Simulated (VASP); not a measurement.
# MgSnO2 (P4_2/mmc) in VASP: further runs, part 2 of 5

VASP 6.6.1. The steps go on from the part before.

### Step 3. Single point, PBE

INCAR

```
SYSTEM = MgSnO2
  ALGO = Normal
  EDIFF = 1E-7
  ENCUT = 520
  GGA = PE
  ISIF = 2
  ISMEAR = 0
  LASPH = .TRUE.
  LCHARG = .FALSE.
  LREAL = .FALSE.
  LWAVE = .FALSE.
  NBANDS = 38
  NELM = 80
  PREC = Accurate
  SIGMA = 0.2
```

KPOINTS

```
k-points
0
G
  4 4 4
  0 0 0
```

POSCAR

```
MgSnO2
1.0
    5.1719412337      0.0000000000      0.0000000000
    0.0000000000      5.1719412337      0.0000000000
    0.0000000000      0.0000000000      7.0850950958
Mg Sn O
2 2 4
Direct
    0.5000000000      0.5000000000      0.0000000000
    0.5000000000      0.5000000000      0.5000000000
    0.0000000000      0.5000000000      0.5000000000
    0.5000000000      0.0000000000      0.0000000000
    0.0000000000      0.0000000000      0.2500000000
    0.0000000000      0.0000000000      0.7500000000
    0.5000000000      0.5000000000      0.2500000000
    0.5000000000      0.5000000000      0.7500000000
```

Potentials or basis: VASP PAW PBE potentials, release 64 (Mg, Sn_d, O).

Command:

```
$ cat potpaw_PBE.64/Mg/POTCAR potpaw_PBE.64/Sn_d/POTCAR potpaw_PBE.64/O/POTCAR > POTCAR
$ mpirun -np 1 vasp_std > vasp.out
```

OUTCAR:

```text
SYSTEM = MgSnO2
   EDIFF = 1E-7
   ENCUT = 520
   GGA = PE
   ISIF = 2
   ISMEAR = 0
   LASPH = .TRUE.
   LREAL = .FALSE.
   NELM = 80
   PREC = Accurate

 ion  position               nearest neighbor table
   1  0.500  0.500  0.000-   7 1.77   8 1.77   4 2.59   4 2.59   2 3.54   2 3.54
   2  0.500  0.500  0.500-   7 1.77   8 1.77   3 2.59   3 2.59   1 3.54   1 3.54
   3  0.000  0.500  0.500-   2 2.59   2 2.59
   4  0.500  0.000  0.000-   1 2.59   1 2.59
   5  0.000  0.000  0.250-
   6  0.000  0.000  0.750-
   7  0.500  0.500  0.250-   1 1.77   2 1.77
   8  0.500  0.500  0.750-   1 1.77   2 1.77

  LATTYP: Found a simple tetragonal cell.
 ALAT       =     5.1719412337
 C/A-ratio  =     1.3699102089

  Lattice vectors:

 A1 = (   5.1719412337,   0.0000000000,   0.0000000000)
 A2 = (   0.0000000000,   5.1719412337,   0.0000000000)
 A3 = (   0.0000000000,   0.0000000000,   7.0850950958)

Analysis of symmetry for initial positions (statically):
=====================================================================
 Subroutine PRICEL returns:
 Original cell was already a primitive cell.

 Routine SETGRP: Setting up the symmetry group for a
 simple tetragonal supercell.

 Subroutine GETGRP returns: Found 16 space group operations
 (whereof  8 operations were pure point group operations)
 out of a pool of 16 trial point group operations.

The static configuration has the point symmetry D_2h.
 The point group associated with its full space group is D_4h.

Analysis of symmetry for dynamics (positions and initial velocities):
=====================================================================
 Subroutine PRICEL returns:
 Original cell was already a primitive cell.

 Routine SETGRP: Setting up the symmetry group for a
 simple tetragonal supercell.

 Subroutine GETGRP returns: Found 16 space group operations
 (whereof  8 operations were pure point group operations)
 out of a pool of 16 trial point group operations.

The dynamic configuration has the point symmetry D_2h.
 The point group associated with its full space group is D_4h.

 Subroutine INISYM returns: Found 16 space group operations
 (whereof  8 operations are pure point group operations),
 and found     1 'primitive' translations

----------------------------------------------------------------------------------------

                                     Primitive cell

  volume of cell :     189.5190

  direct lattice vectors                    reciprocal lattice vectors
     5.171941234  0.000000000  0.000000000     0.193350998  0.000000000  0.000000000
     0.000000000  5.171941234  0.000000000     0.000000000  0.193350998  0.000000000
     0.000000000  0.000000000  7.085095096     0.000000000  0.000000000  0.141141366

  length of vectors
     5.171941234  5.171941234  7.085095096     0.193350998  0.193350998  0.141141366

  position of ions in fractional coordinates (direct lattice)
     0.500000000  0.500000000  0.000000000
     0.500000000  0.500000000  0.500000000
     0.000000000  0.500000000  0.500000000
[... 43 lines left out ...]
 Following reciprocal coordinates:
            Coordinates               Weight
  0.000000  0.000000  0.000000      1.000000
  0.250000  0.000000  0.000000      4.000000
  0.500000  0.000000  0.000000      2.000000
  0.250000  0.250000  0.000000      4.000000
  0.500000  0.250000  0.000000      4.000000
  0.500000  0.500000  0.000000      1.000000
[... 10 lines left out ...]
  0.500000  0.250000  0.500000      4.000000
  0.500000  0.500000  0.500000      1.000000
   k-points           NKPTS =     18   k-points in BZ     NKDIM =     18   number of bands    NBANDS=     38
   number of dos      NEDOS =    301   number of ions     NIONS =      8
   total plane-waves  NPLWV =  86400
   dimension x,y,z NGX =    40 NGY =   40 NGZ =   54
   dimension x,y,z NGXF=    80 NGYF=   80 NGZF=  108
   ions per type =               2   2   4
   NGX,Y,Z   is equivalent  to a cutoff of  12.86, 12.86, 12.67 a.u.
   NGXF,Y,Z  is equivalent  to a cutoff of  25.72, 25.72, 25.34 a.u.
 SYSTEM =  MgSnO2
   PREC   = accura    normal or accurate (medium, high low for compatibility)
   ISTART =      0    job   : 0-new  1-cont  2-samecut
   ICHARG =      2    charge: 1-file 2-atom 10-const
   ISPIN  =      1    spin polarized calculation?
   LNONCOLLINEAR =      F non collinear calculations
   LSORBIT =      F    spin-orbit coupling
   LASPH  =      T    aspherical Exc in radial PAW
   ENCUT  =  520.0 eV  38.22 Ry    6.18 a.u.   9.62  9.62 13.17*2*pi/ulx,y,z
   NELM   =     80;   NELMIN=  2; NELMDL= -5     # of ELM steps
   EDIFF  = 0.1E-06   stopping-criterion for ELM
   LREAL  =      F    real-space projection
   EDIFFG = 0.1E-05   stopping-criterion for IOM
   NSW    =      0    number of steps for IOM
   IBRION =     -1    ionic relax: 0-MD 1-quasi-New 2-CG
   NFREE  =      0    steps in history (QN), initial steepest desc. (CG)
   ISIF   =      2    stress and relaxation
   ISYM   =      2    0-nonsym 1-usesym 2-fastsym
   POTIM  = 0.5000    time-step for ionic-motion
   TEBEG  =    0.0;   TEEND  =   0.0 temperature during run
   PSTRESS=    0.0 pullay stress
   NELECT =      56.0000    total number of electrons
   NUPDOWN=      -1.0000    fix difference up-down
   EMIN   =  10.00;   EMAX   =-10.00  energy-range for DOS
   EFERMI =   0.00;   METHOD = LEGACY
   ISMEAR =     0;   SIGMA  =   0.20  broadening in eV -4-tet -1-fermi 0-gaus
   EFERMI_NEDOS =   21; number of points for ismear=-14 and -15
   IALGO  =     38    algorithm
   IMIX   =      4    mixing-type and parameters
     AMIX     =   0.40;   BMIX     =  1.00
     AMIX_MAG =   1.60;   BMIX_MAG =  1.00
  volume/ion in A,a.u.               =      23.69       159.87
  Fermi-wavevector in a.u.,A,eV,Ry     =   1.090402  2.060561 16.177002  1.188976
  Thomas-Fermi vector in A             =   2.226625
   LORBIT       =      0    0 simple, 1 ext, 2 COOP (PROOUT), +10 PAW based schemes
   GGA     = PE    functional components
   LHFCALC =     F    Hartree Fock is set to
   AEXX    =    0.0000 exact exchange contribution
   IVDW    =     0    specifies the selected vdW correction
   LEPSILON=     F    determine dielectric tensor
   LRPA    =     F    only Hartree local field effects (RPA)
 non-spin polarized calculation
 Gauss-broadening in eV      SIGMA  =   0.20
  energy-cutoff  :      520.00
  volume of cell :      189.52
 maximum number of plane-waves:      5138
 NGX is ok and might be reduce to    40
   NGX = 19   NGY = 19   NGZ = 27

 number of electron      55.9999986 magnetization

 Free energy of the ion-electron system (eV)
  ---------------------------------------------------
  ext. energy  EPLUGINS =         0.00000000
  ---------------------------------------------------
  free energy    TOTEN  =       -30.75417140 eV

  energy without entropy =      -30.60697197  energy(sigma->0) =      -30.68057168

 E-fermi :   0.9902     XC(G=0):  -7.8555

 val. band max:        0.9743468847   @ k =   0.5000   0.0000   0.0000
 cond. band min:       0.9905736304   @ k =   0.2500   0.2500   0.0000
 fundamental gap:      0.0162267457
 Fermi energy:         0.9901746489

 k-point     1 :       0.0000    0.0000    0.0000
  band No.  band energies     occupation
      1     -21.0437      2.00000
      2     -21.0419      2.00000
      3     -20.9581      2.00000
      4     -20.9581      2.00000
      5     -20.9211      2.00000
      6     -20.9204      2.00000
[... 727 lines left out ...]
     37       9.2533      0.00000
     38       9.2533      0.00000

------------------------ aborting loop because EDIFF is reached ----------------------------------------

  FORCE on cell =-STRESS in cart. coord.  units (eV):
  Direction    XX          YY          ZZ          XY          YZ          ZX
  --------------------------------------------------------------------------------------
  -------------------------------------------------------------------------------------
  Total        0.0394578      0.0394578      0.5431626      0.0000000      0.0000000      0.0000000
  in kB        0.3335725      0.3335725      4.5918486      0.0000000      0.0000000      0.0000000
  external PRESSURE =       1.7529979 kB  Pullay stress =       0.0000000 kB

 VOLUME and BASIS-vectors are now :
 -----------------------------------------------------------------------------
  energy-cutoff  :      520.00
  volume of cell :      189.52
      direct lattice vectors                 reciprocal lattice vectors
     5.171941234  0.000000000  0.000000000     0.193350998  0.000000000  0.000000000
     0.000000000  5.171941234  0.000000000     0.000000000  0.193350998  0.000000000
     0.000000000  0.000000000  7.085095096     0.000000000  0.000000000  0.141141366

 POSITION                                       TOTAL-FORCE (eV/Angst)
 -----------------------------------------------------------------------------------
      2.58597      2.58597      0.00000         0.000000      0.000000     -0.000000
      2.58597      2.58597      3.54255         0.000000      0.000000     -0.000000
      0.00000      2.58597      3.54255         0.000000      0.000000     -0.000000
      2.58597      0.00000      0.00000         0.000000      0.000000     -0.000000
      0.00000      0.00000      1.77127         0.000000      0.000000      0.000000
      0.00000      0.00000      5.31382         0.000000     -0.000000     -0.000000
      2.58597      2.58597      1.77127         0.000000      0.000000     -0.000000
      2.58597      2.58597      5.31382         0.000000      0.000000     -0.000000
 -----------------------------------------------------------------------------------
    total drift:                               -0.000000      0.000000     -0.000000

  FREE ENERGIE OF THE ION-ELECTRON SYSTEM (eV)
  ---------------------------------------------------
  free  energy   TOTEN  =       -30.7541713955 eV

  energy  without entropy=      -30.6069719652  energy(sigma->0) =      -30.68057168
```

Run time: 66 s. Hardware: 1 thread of Intel Xeon 6975P-C (Granite Rapids), shared host; peak memory 0.34 GiB.

Results:

| Item | Value |
| --- | --- |
| Free energy | -30.7542 eV |
| Pressure | 0.2 GPa |
| Band gap on the k mesh | zero (bands 28 and 29 overlap by 0.17 eV) |

Caveat: semilocal functionals underestimate gaps, and a narrow one can read as zero; spin-orbit coupling is left out, which moves the levels of the heavy elements.

(Part 2 of 5 ends here.)

The gap in the log of VASP goes by the Fermi energy; the results here count the filled bands.